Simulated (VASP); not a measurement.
# Pb (Fd-3m) in VASP: notebook, part 2 of 2

VASP 6.6.1. Earlier steps stand in the parts before.

**3. Relaxation of cell and atoms, PBE+D3(BJ)**

File INCAR:

```
SYSTEM = Pb
PREC = Accurate
ENCUT = 600
EDIFF = 1E-6
ISMEAR = -1
SIGMA = 0.05
LREAL = .False.
LASPH = .True.
NELM = 80
ALGO = Fast
ISIF = 3
LWAVE = .False.
LCHARG = .False.
GGA = PE
IVDW = 12
IBRION = 2
NSW = 60
EDIFFG = -0.01
```

File KPOINTS:

```
Automatic mesh
0
Gamma
  7 7 7
  0 0 0
```

File POSCAR:

```
Pb
1.0
    0.0000000000      3.4390000555      3.4390000555
    3.4390000555      0.0000000000      3.4390000555
    3.4390000555      3.4390000555      0.0000000000
Pb
2
Direct
    0.2500000000      0.2500000000      0.2500000000
    0.0000000000      0.0000000000      0.0000000000
```

Potentials or basis: VASP PAW PBE potentials, release 64 (Pb_d).

Command:

```sh
> cat potpaw_PBE.64/Pb_d/POTCAR > POTCAR
> mpirun -np 1 vasp_std > vasp.out
```

Run time: 2.9 min. Hardware: 1 thread of Intel Xeon 8259CL, shared host; peak memory 0.26 GiB.

The run converged. Its results:

| Property | Result |
| --- | --- |
| Free energy | -7.1878 eV |
| Relaxed volume | 42.22 Å³/atom |
| Relaxed cell | a = 4.924 Å, b = 4.924 Å, c = 4.924 Å, α = 60.00°, β = 60.00°, γ = 60.00° |
| Space group after relaxing (to 0.05 Å) | Fd-3m (No. 227) |
| Energy gained by relaxing | 5.0 meV/atom |
| Ionic steps | 3 |
| Pressure after relaxing | 0.0 GPa |
| Band gap on the k mesh | zero (band 14 reaches 4.40 eV, above the bottom of band 15 at 3.34 eV) |
| Dispersion energy per atom | -0.295 eV |

Step by step:
| step | energy change (eV) | largest force (eV/Å) | pressure (GPa) | volume (Å³) |
| --- | --- | --- | --- | --- |
| 1 | 0.0000 | 0.0000 | 1.10 | 81.34 |
| 2 | -0.0099 | 0.0000 | -0.07 | 84.67 |
| 3 | -0.0100 | 0.0000 | -0.01 | 84.43 |

Final structure:
```
Pb
1.0
     0.00000    3.48199    3.48199
     3.48199    0.00000    3.48199
     3.48199    3.48199    0.00000
Pb
2
Direct
  0.25000 0.25000 0.25000
  0.00000 0.00000 0.00000
```

Levels at points of the mesh, in eV from the Fermi level:
```
           k point  band 12  band 13  band 14  band 15  band 16  band 17
(0.00, 0.00, 0.00)    -4.13     0.38     0.38     0.38     2.38     2.38
```

Caveat: spin-orbit coupling is left out, which moves the levels of the heavy elements; pairwise dispersion overbinds metals, which lowers pressure and volume.

**4. Relaxation of cell and atoms, PBE+D4**

File INCAR:

```
SYSTEM = Pb
  PREC = Accurate
  ENCUT = 600
  EDIFF = 1E-6
  ISMEAR = -1
  SIGMA = 0.05
  LREAL = .False.
  LASPH = .True.
  NELM = 80
  ALGO = Normal
  ISIF = 3
  LWAVE = .False.
  LCHARG = .False.
  GGA = PE
  IVDW = 13
  IBRION = 2
  NSW = 60
  EDIFFG = -0.01
```

File KPOINTS:

```
regular mesh
0
Gamma
  7 7 7
  0 0 0
```

POSCAR is that of step 3.

Potentials or basis: VASP PAW PBE potentials, release 64 (Pb_d).

Command:

```sh
> cat potpaw_PBE.64/Pb_d/POTCAR > POTCAR
> mpirun -np 1 vasp_std > vasp.out
```

OUTCAR:

```text
SYSTEM = Pb
   PREC = Accurate
   ENCUT = 600
   EDIFF = 1E-6
   ISMEAR = -1
   LREAL = .False.
   LASPH = .True.
   NELM = 80
   ISIF = 3
   GGA = PE
   IVDW = 13
   IBRION = 2
   NSW = 60
   EDIFFG = -0.01

 ion  position               nearest neighbor table
   1  0.250  0.250  0.250-   2 2.98   2 2.98   2 2.98   2 2.98
   2  0.000  0.000  0.000-   1 2.98   1 2.98   1 2.98   1 2.98

  LATTYP: Found a face centered cubic cell.
 ALAT       =     6.8780001110

  Lattice vectors:

 A1 = (   0.0000000000,   3.4390000555,   3.4390000555)
 A2 = (   3.4390000555,   0.0000000000,   3.4390000555)
 A3 = (   3.4390000555,   3.4390000555,   0.0000000000)

Analysis of symmetry for initial positions (statically):
=====================================================================
 Subroutine PRICEL returns:
[... 164 lines left out ...]
  ext. energy  EPLUGINS =         0.00000000
  ---------------------------------------------------
  free energy    TOTEN  =        -6.56330534 eV

  energy without entropy =       -6.55721783  energy(sigma->0) =       -6.56026159

------------------------ aborting loop because EDIFF is reached ----------------------------------------

  DFT-D4 for vdW energy calculation

  Edisp (eV):   -0.65134
[... 71 lines left out ...]
--------------------------------------- Ionic step        3  -------------------------------------------

 number of electron      27.9999999 magnetization

 Free energy of the ion-electron system (eV)
  ---------------------------------------------------
  ext. energy  EPLUGINS =         0.00000000
  ---------------------------------------------------
  free energy    TOTEN  =        -6.59453190 eV

  energy without entropy =       -6.58837317  energy(sigma->0) =       -6.59145254

 E-fermi :   4.0476     XC(G=0):  -8.2820

 val. band max:        4.0176919188   @ k =  -0.1429   0.1429   0.0000
 cond. band min:       4.0660630857   @ k =   0.1429   0.0000   0.0000
 fundamental gap:      0.0483711669
 Fermi energy:         4.0475903049

 k-point     1 :       0.0000    0.0000    0.0000
  band No.  band energies     occupation
      1     -13.0892      2.00000
      2     -13.0892      2.00000
      3     -13.0892      2.00000
      4     -13.0183      2.00000
      5     -13.0183      2.00000
      6     -12.6232      2.00000
[... 442 lines left out ...]
  FREE ENERGIE OF THE ION-ELECTRON SYSTEM (eV)
  ---------------------------------------------------
  free  energy   TOTEN  =        -7.2231156616 eV

  energy  without entropy=       -7.2169569364  energy(sigma->0) =       -7.22003630

 reached required accuracy - stopping structural energy minimisation
```

CONTCAR:

```text
Pb
   1.00000000000000
     0.0000000000000000    3.4776201100832194    3.4776201100832194
     3.4776201100832194    0.0000000000000000    3.4776201100832194
     3.4776201100832194    3.4776201100832194    0.0000000000000000
  Pb
     2
Direct
     0.2500000000000000    0.2500000000000000    0.2500000000000000
     0.0000000000000000    0.0000000000000000    0.0000000000000000

  0.00000000E+00  0.00000000E+00  0.00000000E+00
  0.00000000E+00  0.00000000E+00  0.00000000E+00
```

Run time: 2.1 min. Hardware: 1 thread of Intel Xeon 8259CL, shared host; peak memory 0.26 GiB.

Results:

```
Free energy                            : -7.2231 eV
Relaxed volume                         : 42.06 Å³/atom
Relaxed cell                           : a = 4.918 Å, b = 4.918 Å, c = 4.918 Å, α = 60.00°, β = 60.00°, γ = 60.00°
Space group after relaxing (to 0.05 Å) : Fd-3m (No. 227)
Energy gained by relaxing              : 4.2 meV/atom
Ionic steps                            : 3
Pressure after relaxing                : 0.0 GPa
Band gap on the k mesh                 : zero (band 14 reaches 4.43 eV, above the bottom of band 15 at 3.37 eV)
Dispersion energy per atom             : -0.314 eV
```

Step by step:
```tsv
step	energy change (eV)	largest force (eV/Å)	pressure (GPa)	volume (Å³)
1	0.0000	0.0000	1.03	81.34
2	-0.0084	0.0000	-0.10	84.45
3	-0.0085	0.0000	0.00	84.12
```

Final structure:
```
Pb
1.0
     0.00000    3.47762    3.47762
     3.47762    0.00000    3.47762
     3.47762    3.47762    0.00000
Pb
2
Direct
  0.25000 0.25000 0.25000
  0.00000 0.00000 0.00000
```

Caveat: spin-orbit coupling is left out, which moves the levels of the heavy elements; pairwise dispersion overbinds metals, which lowers pressure and volume.

**5. Single point, PBEsol (volume scaled by 1.02)**

File INCAR:

```
SYSTEM = Pb
  ALGO = Normal
  EDIFF = 1E-6
  ENCUT = 520
  GGA = PS
  ISIF = 2
  ISMEAR = -1
  LASPH = .TRUE.
  LCHARG = .FALSE.
  LREAL = .FALSE.
  LWAVE = .FALSE.
  NBANDS = 21
  NELM = 100
  PREC = Accurate
  SIGMA = 0.05
```

File KPOINTS:

```
k-points
0
G
  7 7 7
  0 0 0
```

File POSCAR:

```
Pb
1.0
    0.0000000000      3.4617755540      3.4617755540
    3.4617755540      0.0000000000      3.4617755540
    3.4617755540      3.4617755540      0.0000000000
Pb
2
Direct
    0.2500000000      0.2500000000      0.2500000000
    0.0000000000      0.0000000000      0.0000000000
```

Command:

```sh
> cat potpaw_PBE.64/Pb_d/POTCAR > POTCAR
> mpirun -np 1 vasp_std > vasp.out
```

Run time: 30 s. Hardware: 1 thread of Intel Xeon Platinum 8375C at 2.90GHz (Ice Lake), shared host; peak memory 0.2 GiB.

The run converged. Its results:

| Quantity | Value |
| --- | --- |
| Free energy | -7.3505 eV |
| Pressure | -0.2 GPa |
| Band gap on the k mesh | zero (band 14 reaches 4.38 eV, above the bottom of band 15 at 3.30 eV) |

Levels at points of the mesh, in eV from the Fermi level:
| k point | band 11 | band 12 | band 13 | band 14 | band 15 | band 16 | band 17 | band 18 |
| --- | --- | --- | --- | --- | --- | --- | --- | --- |
| (0.00, 0.00, 0.00) | -11.04 | -4.05 | 0.39 | 0.39 | 0.39 | 2.39 | 2.39 | 2.39 |

Caveat: the cell differs from its parent crystal (volume scaled by 1.02); the PAW data sets were made with another functional, which shifts forces and pressure a little; spin-orbit coupling is left out, which moves the levels of the heavy elements.

**6. The runs side by side**

```csv
task,level,cell,cutoff (eV),gap on the mesh (eV),pressure (GPa),relaxed volume (Å³/atom)
relaxation of cell and atoms,PBE,"relaxed from a = 4.863 Å, angles 60.0°, 2 atoms",600,none,0.0,43.93
relaxation of cell and atoms,PBE+D3(BJ),"relaxed from a = 4.863 Å, angles 60.0°, 2 atoms",600,none,0.0,42.22
relaxation of cell and atoms,PBE+D4,"relaxed from a = 4.863 Å, angles 60.0°, 2 atoms",600,none,0.0,42.06
single point,PBEsol,"a = 4.896 Å, angles 60.0°, 2 atoms",520,none,-0.2,-
```

Alike in all rows: potentials or basis VASP PAW PBE potentials, release 64 (Pb_d); no spin polarisation; k mesh 7 × 7 × 7; smearing fermi-dirac 0.05 eV.

Caveats: spin-orbit coupling is left out, which moves the levels of the heavy elements; pairwise dispersion overbinds metals, which lowers pressure and volume (some runs); the PAW data sets were made with another functional, which shifts forces and pressure a little (some runs).

Total energies depend on the potentials used, so only differences within one code and one set of settings carry meaning.
